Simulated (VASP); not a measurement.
# Mg2O (Fd-3m) in VASP: single point with PBE

Aim: the single point of Mg2O with PBE.

Everything below comes from runs of VASP 6.6.1. Logs are shortened: lines on timing, memory, paths and dates and some standing lists are left out, and cuts for length are marked.

### Step 1. The cell of the first run

It takes space group Fd-3m (No. 227, cubic). The conventional cell has a = 7.495 Å, b = 7.495 Å, c = 7.495 Å, α = 90.00°, β = 90.00°, γ = 90.00°. Mg (site symmetry -3m) has 6 Mg at 2.65 Å and 6 O at 3.11 Å within 3.5 Å. Within 4.1 Å of O (site symmetry -43m) lie 12 Mg at 3.11 Å and 4 O at 3.25 Å.

The cell was generated, and may not be a known phase.

### Step 2. Single point, PBE

INCAR

```
ALGO = Normal
EDIFF = 1E-6
ENCUT = 600
GGA = PE
GGA_COMPAT = False
ISIF = 2
ISMEAR = 0
LASPH = True
LCHARG = False
LREAL = False
LWAVE = False
NBANDS = 19
NELM = 120
PREC = Accurate
SIGMA = 0.2
```

KPOINTS

```
k-points
0
Gamma
  4 4 4
```

POSCAR

```
Mg2O
1.0
    0.0000000000      3.7473262100      3.7473262100
    3.7473262100      0.0000000000      3.7473262100
    3.7473262100      3.7473262100      0.0000000000
Mg O
4 2
Direct
    0.6250000000      0.6250000000      0.6250000000
    0.6250000000      0.6250000000      0.1250000000
    0.6250000000      0.1250000000      0.6250000000
    0.1250000000      0.6250000000      0.6250000000
    0.0000000000      0.0000000000      0.0000000000
    0.2500000000      0.2500000000      0.2500000000
```

Potentials or basis: VASP PAW PBE potentials, release 64 (Mg, O).

Launch:

```sh
$ cat potpaw_PBE.64/Mg/POTCAR potpaw_PBE.64/O/POTCAR > POTCAR
$ mpirun -np 1 vasp_std > vasp.out
```

OUTCAR:

```text
EDIFF = 1E-6
   ENCUT = 600
   GGA = PE
   ISIF = 2
   ISMEAR = 0
   LASPH = True
   LREAL = False
   NELM = 120
   PREC = Accurate

 ion  position               nearest neighbor table
   1  0.625  0.625  0.625-   2 2.65   3 2.65   4 2.65   2 2.65   3 2.65   4 2.65
   2  0.625  0.625  0.125-   1 2.65   1 2.65   3 2.65   4 2.65   3 2.65   4 2.65
   3  0.625  0.125  0.625-   1 2.65   2 2.65   1 2.65   2 2.65   4 2.65   4 2.65
   4  0.125  0.625  0.625-   1 2.65   2 2.65   3 2.65   1 2.65   2 2.65   3 2.65
   5  0.000  0.000  0.000-
   6  0.250  0.250  0.250-

  LATTYP: Found a face centered cubic cell.
 ALAT       =     7.4946524200

  Lattice vectors:

 A1 = (   0.0000000000,   3.7473262100,   3.7473262100)
 A2 = (   3.7473262100,   0.0000000000,   3.7473262100)
 A3 = (   3.7473262100,   3.7473262100,   0.0000000000)

Analysis of symmetry for initial positions (statically):
=====================================================================
 Subroutine PRICEL returns:
 Original cell was already a primitive cell.

 Routine SETGRP: Setting up the symmetry group for a
 face centered cubic supercell.

 Subroutine GETGRP returns: Found 48 space group operations
 (whereof 24 operations were pure point group operations)
 out of a pool of 48 trial point group operations.

The static configuration has the point symmetry T_d .
 The point group associated with its full space group is O_h .

Analysis of symmetry for dynamics (positions and initial velocities):
=====================================================================
 Subroutine PRICEL returns:
 Original cell was already a primitive cell.

 Routine SETGRP: Setting up the symmetry group for a
 face centered cubic supercell.

 Subroutine GETGRP returns: Found 48 space group operations
 (whereof 24 operations were pure point group operations)
 out of a pool of 48 trial point group operations.

The dynamic configuration has the point symmetry T_d .
 The point group associated with its full space group is O_h .

 Subroutine INISYM returns: Found 48 space group operations
 (whereof 24 operations are pure point group operations),
 and found     1 'primitive' translations

----------------------------------------------------------------------------------------

                                     Primitive cell

  volume of cell :     105.2433

  direct lattice vectors                    reciprocal lattice vectors
     0.000000000  3.747326210  3.747326210    -0.133428469  0.133428469  0.133428469
     3.747326210  0.000000000  3.747326210     0.133428469 -0.133428469  0.133428469
     3.747326210  3.747326210  0.000000000     0.133428469  0.133428469 -0.133428469

  length of vectors
     5.299519549  5.299519549  5.299519549     0.231104888  0.231104888  0.231104888

  position of ions in fractional coordinates (direct lattice)
     0.625000000  0.625000000  0.625000000
     0.625000000  0.625000000  0.125000000
     0.625000000  0.125000000  0.625000000
     0.125000000  0.625000000  0.625000000
     0.000000000  0.000000000  0.000000000
     0.250000000  0.250000000  0.250000000

  ion indices of the primitive-cell ions
   primitive index   ion index
                 1           1
                 2           2
                 3           3
                 4           4
                 5           5
                 6           6

----------------------------------------------------------------------------------------

 KPOINTS: k-points

Automatic generation of k-mesh.
 Grid dimensions read from file:
 generate k-points for:    4    4    4

 Generating k-lattice:

  Cartesian coordinates                     Fractional coordinates (reciprocal lattice)
    -0.033357117  0.033357117  0.033357117     0.250000000  0.000000000  0.000000000
     0.033357117 -0.033357117  0.033357117     0.000000000  0.250000000  0.000000000
     0.033357117  0.033357117 -0.033357117     0.000000000  0.000000000  0.250000000

  Length of vectors
     0.057776222  0.057776222  0.057776222

  Shift w.r.t. Gamma in fractional coordinates (k-lattice)
     0.000000000  0.000000000  0.000000000

 Subroutine IBZKPT returns following result:
 ===========================================

 Found      8 irreducible k-points:

 Following reciprocal coordinates:
            Coordinates               Weight
  0.000000  0.000000  0.000000      1.000000
  0.250000  0.000000  0.000000      8.000000
  0.500000  0.000000  0.000000      4.000000
  0.250000  0.250000  0.000000      6.000000
  0.500000  0.250000  0.000000     24.000000
 -0.250000  0.250000  0.000000     12.000000
  0.500000  0.500000  0.000000      3.000000
 -0.250000  0.500000  0.250000      6.000000
   k-points           NKPTS =      8   k-points in BZ     NKDIM =      8   number of bands    NBANDS=     19
   number of dos      NEDOS =    301   number of ions     NIONS =      6
   total plane-waves  NPLWV =  74088
   dimension x,y,z NGX =    42 NGY =   42 NGZ =   42
   dimension x,y,z NGXF=    84 NGYF=   84 NGZF=   84
   ions per type =               4   2
   NGX,Y,Z   is equivalent  to a cutoff of  13.18, 13.18, 13.18 a.u.
   NGXF,Y,Z  is equivalent  to a cutoff of  26.35, 26.35, 26.35 a.u.
 SYSTEM =  unknown system
   PREC   = accura    normal or accurate (medium, high low for compatibility)
   ISTART =      0    job   : 0-new  1-cont  2-samecut
   ICHARG =      2    charge: 1-file 2-atom 10-const
   ISPIN  =      1    spin polarized calculation?
   LNONCOLLINEAR =      F non collinear calculations
   LSORBIT =      F    spin-orbit coupling
   LASPH  =      T    aspherical Exc in radial PAW
   ENCUT  =  600.0 eV  44.10 Ry    6.64 a.u.  10.58 10.58 10.58*2*pi/ulx,y,z
   NELM   =    120;   NELMIN=  2; NELMDL= -5     # of ELM steps
   EDIFF  = 0.1E-05   stopping-criterion for ELM
   LREAL  =      F    real-space projection
[... 7 lines left out ...]
   TEBEG  =    0.0;   TEEND  =   0.0 temperature during run
   PSTRESS=    0.0 pullay stress
   NELECT =      20.0000    total number of electrons
   NUPDOWN=      -1.0000    fix difference up-down
   EMIN   =  10.00;   EMAX   =-10.00  energy-range for DOS
   EFERMI =   0.00;   METHOD = LEGACY
   ISMEAR =     0;   SIGMA  =   0.20  broadening in eV -4-tet -1-fermi 0-gaus
   EFERMI_NEDOS =   21; number of points for ismear=-14 and -15
   IALGO  =     38    algorithm
   IMIX   =      4    mixing-type and parameters
     AMIX     =   0.40;   BMIX     =  1.00
     AMIX_MAG =   1.60;   BMIX_MAG =  1.00
  volume/ion in A,a.u.               =      17.54       118.37
  Fermi-wavevector in a.u.,A,eV,Ry     =   0.941210  1.778630 12.053086  0.885877
  Thomas-Fermi vector in A             =   2.068699
   LORBIT       =      0    0 simple, 1 ext, 2 COOP (PROOUT), +10 PAW based schemes
   GGA     = PE    functional components
   LHFCALC =     F    Hartree Fock is set to
   AEXX    =    0.0000 exact exchange contribution
   IVDW    =     0    specifies the selected vdW correction
   LEPSILON=     F    determine dielectric tensor
   LRPA    =     F    only Hartree local field effects (RPA)
 non-spin polarized calculation
 Gauss-broadening in eV      SIGMA  =   0.20
  energy-cutoff  :      600.00
  volume of cell :      105.24
 maximum number of plane-waves:      3527
   NGX = 21   NGY = 21   NGZ = 21

 number of electron      20.0000001 magnetization

 Free energy of the ion-electron system (eV)
  ---------------------------------------------------
  ext. energy  EPLUGINS =         0.00000000
  ---------------------------------------------------
  free energy    TOTEN  =       -14.50885013 eV

  energy without entropy =      -14.50884753  energy(sigma->0) =      -14.50884883

 E-fermi :   2.1111     XC(G=0):  -8.8403

 val. band max:        1.4708226458   @ k =  -0.2500   0.5000   0.2500
 cond. band min:       2.7348810722   @ k =  -0.2500   0.2500   0.0000
 fundamental gap:      1.2640584264
 Fermi energy:         2.1111067446

 k-point     1 :       0.0000    0.0000    0.0000
  band No.  band energies     occupation
      1     -13.8762      2.00000
      2     -13.4489      2.00000
      3      -3.5510      2.00000
      4       0.2138      2.00000
      5       0.2138      2.00000
      6       0.2138      2.00000
      7       0.3729      2.00000
      8       0.3729      2.00000
      9       0.3729      2.00000
     10       0.9409      2.00000
     11       4.3771      0.00000
     12       4.3771      0.00000
     13       4.3771      0.00000
     14       5.2010      0.00000
     15       5.2010      0.00000
     16       5.2010      0.00000
     17       6.1067      0.00000
     18       6.1067      0.00000
     19       7.5832      0.00000

 k-point     2 :       0.2500    0.0000    0.0000
  band No.  band energies     occupation
      1     -13.8248      2.00000
      2     -13.4907      2.00000
      3      -3.4744      2.00000
      4      -0.4326      2.00000
      5      -0.0930      2.00000
      6      -0.0930      2.00000
      7       0.3500      2.00000
      8       0.6331      2.00000
      9       0.6331      2.00000
     10       1.2849      2.00000
     11       3.7153      0.00000
     12       3.8450      0.00000
     13       3.8450      0.00000
     14       5.4503      0.00000
     15       5.4503      0.00000
     16       6.2934      0.00000
     17       7.2196      0.00000
     18       7.2196      0.00000
     19       9.0635      0.00000

 k-point     3 :       0.5000    0.0000    0.0000
  band No.  band energies     occupation
      1     -13.7553      2.00000
      2     -13.5504      2.00000
      3      -3.3892      2.00000
      4      -0.9602      2.00000
      5      -0.2201      2.00000
      6      -0.2201      2.00000
      7       0.6535      2.00000
      8       0.6711      2.00000
      9       0.6711      2.00000
     10       1.2349      2.00000
     11       3.2584      0.00000
     12       3.6365      0.00000
     13       3.6365      0.00000
     14       5.6999      0.00000
     15       5.6999      0.00000
     16       7.8005      0.00000
     17       8.4697      0.00000
     18       8.4697      0.00000
     19       8.8038      0.00000

 k-point     4 :       0.2500    0.2500    0.0000
  band No.  band energies     occupation
      1     -13.8056      2.00000
      2     -13.5069      2.00000
      3      -3.3596      2.00000
      4      -0.5493      2.00000
      5      -0.5493      2.00000
      6      -0.4819      2.00000
      7       0.4666      2.00000
      8       0.9658      2.00000
      9       0.9658      2.00000
     10       1.1130      2.00000
     11       3.7787      0.00000
     12       4.2271      0.00000
     13       4.2271      0.00000
     14       4.4701      0.00000
     15       6.3706      0.00000
     16       6.3706      0.00000
     17       6.6723      0.00000
     18       7.4305      0.00000
     19       9.2904      0.00000

 k-point     5 :       0.5000    0.2500    0.0000
  band No.  band energies     occupation
      1     -13.7246      2.00000
      2     -13.5783      2.00000
      3      -3.1024      2.00000
      4      -1.6141      2.00000
      5      -0.6541      2.00000
      6      -0.2240      2.00000
      7       0.3632      2.00000
      8       1.0349      2.00000
      9       1.1775      2.00000
     10       1.3865      2.00000
     11       2.8823      0.00000
     12       3.9162      0.00000
     13       4.4983      0.00000
     14       5.3855      0.00000
     15       6.2529      0.00000
     16       6.5054      0.00000
     17       8.3006      0.00000
     18       8.4888      0.00000
     19       9.8060      0.00000

 k-point     6 :      -0.2500    0.2500    0.0000
  band No.  band energies     occupation
      1     -13.7571      2.00000
      2     -13.5488      2.00000
      3      -3.2777      2.00000
      4      -1.3058      2.00000
      5      -0.2923      2.00000
      6      -0.0978      2.00000
      7       0.1369      2.00000
      8       0.8078      2.00000
      9       1.1818      2.00000
     10       1.4577      2.00000
     11       2.7349      0.00001
     12       3.5758      0.00000
     13       4.8144      0.00000
     14       5.6474      0.00000
     15       5.9125      0.00000
     16       6.1383      0.00000
     17       7.9429      0.00000
     18       9.0669      0.00000
     19       9.2401      0.00000

 k-point     7 :       0.5000    0.5000    0.0000
  band No.  band energies     occupation
      1     -13.6500      2.00000
      2     -13.6500      2.00000
      3      -2.3731      2.00000
      4      -2.3731      2.00000
      5      -0.9300      2.00000
      6      -0.9300      2.00000
      7       1.1457      2.00000
      8       1.1457      2.00000
      9       1.2353      2.00000
     10       1.2353      2.00000
     11       4.0321      0.00000
     12       4.0321      0.00000
     13       4.1509      0.00000
     14       4.1509      0.00000
     15       7.5500      0.00000
     16       7.5500      0.00000
     17       8.3638      0.00000
     18       8.3638      0.00000
     19       8.5032      0.00000

 k-point     8 :      -0.2500    0.5000    0.2500
  band No.  band energies     occupation
      1     -13.6498      2.00000
      2     -13.6498      2.00000
      3      -2.5271      2.00000
      4      -2.5271      2.00000
      5      -0.3112      2.00000
      6      -0.3112      2.00000
      7       0.4327      2.00000
      8       0.4327      2.00000
      9       1.4708      1.99999
     10       1.4708      1.99999
     11       3.3588      0.00000
     12       3.3588      0.00000
     13       5.5872      0.00000
     14       5.5872      0.00000
     15       5.8379      0.00000
     16       5.8379      0.00000
     17       8.6532      0.00000
     18       8.6532      0.00000
     19      10.0408      0.00000

------------------------ aborting loop because EDIFF is reached ----------------------------------------

  FORCE on cell =-STRESS in cart. coord.  units (eV):
  Direction    XX          YY          ZZ          XY          YZ          ZX
  --------------------------------------------------------------------------------------
  -------------------------------------------------------------------------------------
  Total       -0.2590020     -0.2590020     -0.2590020     -0.0000000      0.0000000      0.0000000
  in kB       -3.9429311     -3.9429311     -3.9429311     -0.0000000      0.0000000      0.0000000
  external PRESSURE =      -3.9429311 kB  Pullay stress =       0.0000000 kB

 VOLUME and BASIS-vectors are now :
 -----------------------------------------------------------------------------
  energy-cutoff  :      600.00
  volume of cell :      105.24
      direct lattice vectors                 reciprocal lattice vectors
     0.000000000  3.747326210  3.747326210    -0.133428469  0.133428469  0.133428469
     3.747326210  0.000000000  3.747326210     0.133428469 -0.133428469  0.133428469
     3.747326210  3.747326210  0.000000000     0.133428469  0.133428469 -0.133428469

 POSITION                                       TOTAL-FORCE (eV/Angst)
 -----------------------------------------------------------------------------------
      4.68416      4.68416      4.68416        -0.000000      0.000000      0.000000
      2.81049      2.81049      4.68416        -0.000000      0.000000      0.000000
      2.81049      4.68416      2.81049        -0.000000      0.000000      0.000000
      4.68416      2.81049      2.81049        -0.000000      0.000000      0.000000
      0.00000      0.00000      0.00000         0.000000      0.000000      0.000000
      1.87366      1.87366      1.87366         0.000000     -0.000000     -0.000000
 -----------------------------------------------------------------------------------
    total drift:                               -0.000000     -0.000000      0.000000

  FREE ENERGIE OF THE ION-ELECTRON SYSTEM (eV)
  ---------------------------------------------------
  free  energy   TOTEN  =       -14.5088501301 eV

  energy  without entropy=      -14.5088475308  energy(sigma->0) =      -14.50884883
```

Wall time 70 s (1 thread of Intel Xeon 8259CL, shared host); peak memory 0.22 GiB.

Results:

* Free energy: -14.5089 eV
* Pressure: -0.4 GPa
* Band gap on the k mesh: 1.26 eV (least direct gap 1.28 eV)

Levels at points of the mesh, in eV from the valence-band top:
| k point | band 7 | band 8 | band 9 | band 10 | band 11 | band 12 | band 13 | band 14 |
| --- | --- | --- | --- | --- | --- | --- | --- | --- |
| (0.00, 0.00, 0.00) | -1.10 | -1.10 | -1.10 | -0.53 | 2.91 | 2.91 | 2.91 | 3.73 |
| (0.50, 0.00, 0.00) | -0.82 | -0.80 | -0.80 | -0.24 | 1.79 | 2.17 | 2.17 | 4.23 |
| (0.50, 0.50, 0.00) | -0.33 | -0.33 | -0.24 | -0.24 | 2.56 | 2.56 | 2.68 | 2.68 |
